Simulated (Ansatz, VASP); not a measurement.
**Two plane-wave programs on Sr**

```
CELL_PARAMETERS angstrom
6.72261 0.00000 0.00000
-3.36130 5.82195 0.00000
0.00000 0.00000 3.99151
ATOMIC_POSITIONS crystal
Sr 0.00000 0.00000 0.00000
Sr 0.33333 0.66667 0.50000
Sr 0.66667 0.33333 0.50000
```

Alike in both runs: functional PBEsol; k mesh 9 × 9 × 12; occupations gaussian, width 0.1 eV; no spin polarisation.

Ansatz relaxed the structure, and its values are those at the end. VASP's run is a single point on that final structure, the one shown.

```csv
,VASP,Ansatz
version,VASP 6.6.1,Ansatz 0.2.0
potentials or method,"VASP PAW PBE potentials, release 64 (Sr_sv), cutoff 520 eV","scalar-relativistic, plane waves, PAW"
valence electrons in the cell,30,30
```

|  | VASP | Ansatz | Ansatz less VASP |
| --- | --- | --- | --- |
| gap on the k mesh at the Fermi level (eV) | none | none | - |
| pressure (GPa) | 0.0 | 0.0 | -0.01 |

VASP's potentials were made for PBE, not for PBEsol. A gap of «none» marks a metal or a gap that the smearing closes. The functional is the same, so the differences come from potentials, cutoffs and numerics.
